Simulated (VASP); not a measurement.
# Ba2H3NO6 (P-62m) in VASP: single point with PBE

Aim: the single point of Ba2H3NO6 with PBE.

Program: VASP 6.6.1. These are calculated values, not measurements. Logs are shortened: lines on timing, memory, paths and dates and some standing lists are left out, and cuts for length are marked.

### Step 1. The cell of the first run

The structure is hexagonal, space group P-62m (No. 189). The conventional cell has a = 6.907 Å, b = 6.907 Å, c = 3.803 Å, α = 90.00°, β = 90.00°, γ = 120.00°. Ba (site symmetry -6) has 9 O at 2.78 to 2.96 Å and 6 H at 3.06 Å and 5 Ba at 3.80 to 3.99 Å and 3 N at 3.99 Å within 4.0 Å. Within 1.3 Å of H (site symmetry m2m) lie 1 O at 0.97 Å. Within 1.7 Å of N (site symmetry -62m) lie 3 O at 1.26 Å. O (site symmetry m2m) has 1 N at 1.26 Å within 1.7 Å. Within 1.3 Å of O (site symmetry m2m) lie 1 H at 0.97 Å.

### Step 2. Single point, PBE

INCAR reads:

```
SYSTEM = Ba2H3NO6
PREC = Accurate
ENCUT = 910
EDIFF = 1E-6
ISMEAR = -1
SIGMA = 0.02
LREAL = .False.
LASPH = .True.
NELM = 120
ALGO = Normal
ISIF = 2
LWAVE = .False.
LCHARG = .False.
GGA = PE
NBANDS = 44
GGA_COMPAT = .False.
```

KPOINTS reads:

```
Automatic mesh
0
Gamma
  4 4 6
  0 0 0
```

POSCAR reads:

```
Ba2H3NO6
1.0
    6.9069000000      0.0000000000      0.0000000000
   -3.4534500000      5.9815508614      0.0000000000
    0.0000000000      0.0000000000      3.8028000000
Ba H N O
2 3 1 6
Direct
    0.3333333333      0.6666666667      0.0000000000
    0.6666666667      0.3333333333      0.0000000000
    0.3075941172      0.0000000000      0.5000000000
    0.6924058828      0.6924058828      0.5000000000
    0.0000000000      0.3075941172      0.5000000000
    0.0000000000      0.0000000000      0.0000000000
    0.1826520212      0.1826520212      0.0000000000
    0.0000000000      0.8173479788      0.0000000000
    0.8173479788      0.0000000000      0.0000000000
    0.4484300098      0.0000000000      0.5000000000
    0.5515699902      0.5515699902      0.5000000000
    0.0000000000      0.4484300098      0.5000000000
```

Potentials or basis: VASP PAW PBE potentials, release 64 (Ba_sv, H_h, N_h, O_h).

Launch:

```console
cat potpaw_PBE.64/Ba_sv/POTCAR potpaw_PBE.64/H_h/POTCAR potpaw_PBE.64/N_h/POTCAR potpaw_PBE.64/O_h/POTCAR > POTCAR
mpirun -np 1 vasp_std > vasp.out
```

OUTCAR:

```text
SYSTEM = Ba2H3NO6
   PREC = Accurate
   ENCUT = 910
   EDIFF = 1E-6
   ISMEAR = -1
   LREAL = .False.
   LASPH = .True.
   NELM = 120
   ISIF = 2
   GGA = PE

 ion  position               nearest neighbor table
   1  0.333  0.667  0.000-  10 2.78  10 2.78  12 2.78  12 2.78  11 2.78  11 2.78   8 2.96   9 2.96
                             7 2.96   2 3.99   2 3.99   2 3.99
   2  0.667  0.333  0.000-  12 2.78  12 2.78  10 2.78  10 2.78  11 2.78  11 2.78   9 2.96   8 2.96
                             7 2.96   1 3.99   1 3.99   1 3.99
   3  0.308  0.000  0.500-  10 0.97
   4  0.692  0.692  0.500-  11 0.97
   5  0.000  0.308  0.500-  12 0.97
   6  0.000  0.000  0.000-   9 1.26   8 1.26   7 1.26
   7  0.183  0.183  0.000-   6 1.26   2 2.96   1 2.96
   8  0.000  0.817  0.000-   6 1.26   1 2.96   2 2.96
   9  0.817  0.000  0.000-   6 1.26   2 2.96   1 2.96
  10  0.448  0.000  0.500-   3 0.97   1 2.78   1 2.78   2 2.78   2 2.78
  11  0.552  0.552  0.500-   4 0.97   1 2.78   1 2.78   2 2.78   2 2.78
  12  0.000  0.448  0.500-   5 0.97   2 2.78   2 2.78   1 2.78   1 2.78

  LATTYP: Found a hexagonal cell.
 ALAT       =     6.9069000000
 C/A-ratio  =     0.5505798549

  Lattice vectors:

 A1 = (   6.9069000000,   0.0000000000,   0.0000000000)
 A2 = (  -3.4534500000,   5.9815508614,   0.0000000000)
 A3 = (   0.0000000000,   0.0000000000,   3.8028000000)

Analysis of symmetry for initial positions (statically):
=====================================================================
 Subroutine PRICEL returns:
 Original cell was already a primitive cell.

 Routine SETGRP: Setting up the symmetry group for a
 hexagonal supercell.

 Subroutine GETGRP returns: Found 12 space group operations
 (whereof 12 operations were pure point group operations)
 out of a pool of 24 trial point group operations.

The static configuration has the point symmetry D_3h.

Analysis of symmetry for dynamics (positions and initial velocities):
=====================================================================
 Subroutine PRICEL returns:
 Original cell was already a primitive cell.

 Routine SETGRP: Setting up the symmetry group for a
 hexagonal supercell.

 Subroutine GETGRP returns: Found 12 space group operations
 (whereof 12 operations were pure point group operations)
 out of a pool of 24 trial point group operations.

[... 118 lines left out ...]
   ISYM   =      2    0-nonsym 1-usesym 2-fastsym
   POTIM  = 0.5000    time-step for ionic-motion
   TEBEG  =    0.0;   TEEND  =   0.0 temperature during run
   PSTRESS=    0.0 pullay stress
   NELECT =      64.0000    total number of electrons
   NUPDOWN=      -1.0000    fix difference up-down
   EMIN   =  10.00;   EMAX   =-10.00  energy-range for DOS
   EFERMI =   0.00;   METHOD = LEGACY
   ISMEAR =    -1;   SIGMA  =   0.02  broadening in eV -4-tet -1-fermi 0-gaus
   EFERMI_NEDOS =   21; number of points for ismear=-14 and -15
   IALGO  =     38    algorithm
   IMIX   =      4    mixing-type and parameters
     AMIX     =   0.40;   BMIX     =  1.00
     AMIX_MAG =   1.60;   BMIX_MAG =  1.00
  volume/ion in A,a.u.               =      13.09        88.35
  Fermi-wavevector in a.u.,A,eV,Ry     =   1.213579  2.293332 20.038302  1.472774
  Thomas-Fermi vector in A             =   2.349026
   LORBIT       =      0    0 simple, 1 ext, 2 COOP (PROOUT), +10 PAW based schemes
   GGA     = PE    functional components
   LHFCALC =     F    Hartree Fock is set to
   AEXX    =    0.0000 exact exchange contribution
   IVDW    =     0    specifies the selected vdW correction
   LEPSILON=     F    determine dielectric tensor
   LRPA    =     F    only Hartree local field effects (RPA)
 non-spin polarized calculation
  energy-cutoff  :      910.00
  volume of cell :      157.11
 maximum number of plane-waves:      9816
 NGX is ok and might be reduce to    70
   NGX = 33   NGY = 33   NGZ = 19

 number of electron      63.9999988 magnetization

 Free energy of the ion-electron system (eV)
  ---------------------------------------------------
  ext. energy  EPLUGINS =         0.00000000
  ---------------------------------------------------
  free energy    TOTEN  =       -70.81725967 eV

  energy without entropy =      -70.81725967  energy(sigma->0) =      -70.81725967

 E-fermi :   1.0069     XC(G=0):  -9.1735

 val. band max:        0.5795086342   @ k =   0.0000   0.0000   0.5000
 cond. band min:       3.2854981272   @ k =   0.0000   0.0000   0.5000
 fundamental gap:      2.7059894930
 Fermi energy:         1.0069367838

 k-point     1 :       0.0000    0.0000    0.0000
  band No.  band energies     occupation
      1     -25.5851      2.00000
      2     -24.1368      2.00000
      3     -24.0135      2.00000
      4     -20.0473      2.00000
      5     -20.0473      2.00000
      6     -16.4511      2.00000
[... 741 lines left out ...]
     43       9.7982      0.00000
     44       9.9162      0.00000

------------------------ aborting loop because EDIFF is reached ----------------------------------------

  FORCE on cell =-STRESS in cart. coord.  units (eV):
  Direction    XX          YY          ZZ          XY          YZ          ZX
  --------------------------------------------------------------------------------------
  -------------------------------------------------------------------------------------
  Total        2.6679172      2.6679172      2.2997760      0.0000000     -0.0000000      0.0000000
  in kB       27.2071144     27.2071144     23.4528527      0.0000000     -0.0000000      0.0000000
  external PRESSURE =      25.9556938 kB  Pullay stress =       0.0000000 kB

 VOLUME and BASIS-vectors are now :
 -----------------------------------------------------------------------------
  energy-cutoff  :      910.00
  volume of cell :      157.11
      direct lattice vectors                 reciprocal lattice vectors
     6.906900000  0.000000000  0.000000000     0.144782753  0.083590362  0.000000000
    -3.453450000  5.981550861  0.000000000     0.000000000  0.167180723  0.000000000
     0.000000000  0.000000000  3.802800000     0.000000000  0.000000000  0.262964132

 POSITION                                       TOTAL-FORCE (eV/Angst)
 -----------------------------------------------------------------------------------
     -0.00000      3.98770      0.00000        -0.000000      0.000000     -0.000000
      3.45345      1.99385      0.00000        -0.000000      0.000000     -0.000000
      2.12452      0.00000      1.90140        -0.005392      0.000000     -0.000000
      2.39119      4.14166      1.90140         0.002696      0.004670      0.000000
     -1.06226      1.83989      1.90140         0.002696     -0.004670     -0.000000
      0.00000      0.00000      0.00000        -0.000000      0.000000     -0.000000
      0.63078      1.09254      0.00000        -0.010944     -0.018955     -0.000000
     -2.82267      4.88901      0.00000        -0.010944      0.018955     -0.000000
      5.64534      0.00000      0.00000         0.021888      0.000000      0.000000
      3.09726      0.00000      1.90140        -0.028819      0.000000     -0.000000
      1.90482      3.29924      1.90140         0.014409      0.024958     -0.000000
     -1.54863      2.68231      1.90140         0.014409     -0.024958      0.000000
 -----------------------------------------------------------------------------------
    total drift:                               -0.000000     -0.000000      0.000000

  FREE ENERGIE OF THE ION-ELECTRON SYSTEM (eV)
  ---------------------------------------------------
  free  energy   TOTEN  =       -70.8172596727 eV

  energy  without entropy=      -70.8172596727  energy(sigma->0) =      -70.81725967
```

OSZICAR:

```text
N       E                     dE             d eps       ncg     rms          rms(c)
DAV:   1     0.627907252032E+03    0.62791E+03   -0.43837E+04  1408   0.210E+03
DAV:   2     0.325078432897E+01   -0.62466E+03   -0.58585E+03  1960   0.362E+02
DAV:   3    -0.773400344696E+02   -0.80591E+02   -0.79298E+02  1728   0.131E+02
DAV:   4    -0.801855159375E+02   -0.28455E+01   -0.28311E+01  2016   0.225E+01
DAV:   5    -0.802701205322E+02   -0.84605E-01   -0.84560E-01  1952   0.366E+00    0.192E+01
DAV:   6    -0.710941630336E+02    0.91760E+01   -0.37549E+01  1716   0.287E+01    0.865E+00
DAV:   7    -0.710377079917E+02    0.56455E-01   -0.35873E+00  1856   0.916E+00    0.498E+00
DAV:   8    -0.708556692768E+02    0.18204E+00   -0.80967E-01  1880   0.548E+00    0.127E+00
DAV:   9    -0.708145972459E+02    0.41072E-01   -0.16611E-01  2040   0.217E+00    0.374E-01
DAV:  10    -0.708165123409E+02   -0.19151E-02   -0.20086E-02  1704   0.811E-01    0.163E-01
DAV:  11    -0.708170342607E+02   -0.52192E-03   -0.33474E-03  2144   0.330E-01    0.730E-02
DAV:  12    -0.708172192265E+02   -0.18497E-03   -0.56075E-04  1768   0.137E-01    0.369E-02
DAV:  13    -0.708172555713E+02   -0.36345E-04   -0.11769E-04  1960   0.551E-02    0.906E-03
DAV:  14    -0.708172592157E+02   -0.36443E-05   -0.11220E-05  1836   0.184E-02    0.522E-03
DAV:  15    -0.708172596727E+02   -0.45701E-06   -0.13078E-06  1232   0.733E-03
   1 F= -.70817260E+02 E0= -.70817260E+02  d E =-.536030E-11
```

stdout:

```text
POSCAR found type information on POSCAR BaH N O
 POSCAR found :  4 types and      12 ions
 scaLAPACK will be used
 LDA part: xc-table for (Slater+PW92), standard interpolation
 POSCAR, INCAR and KPOINTS ok, starting setup
 FFT: planning ... GRIDC
 FFT: planning ... GRID_SOFT
 FFT: planning ... GRID
 WAVECAR not read
 entering main loop
```

Wall time 5.4 min (1 thread of Intel Xeon Platinum 8259CL at 2.50GHz (Skylake/Cascade Lake), shared host); peak memory 0.57 GiB.

What came out:

| Item | Value |
| --- | --- |
| Free energy | -70.8173 eV |
| Pressure | 2.6 GPa |
| Largest force | 0.029 eV/Å |
| Band gap on the k mesh | 2.71 eV |

Forces on the atoms (eV/Å):
```
Ba   0.000  0.000  0.000
Ba   0.000  0.000  0.000
H   -0.005  0.000  0.000
H    0.003  0.005  0.000
H    0.003 -0.005  0.000
N    0.000  0.000  0.000
O   -0.011 -0.019  0.000
O   -0.011  0.019  0.000
O    0.022  0.000  0.000
O   -0.029  0.000  0.000
O    0.014  0.025  0.000
O    0.014 -0.025  0.000
```

Caveat: the cutoff is under 1.25 times the usual one of these potentials, so pressure, stress and relaxed cells hold a basis-set (Pulay) error; spin-orbit coupling is left out, which moves the levels of the heavy elements.
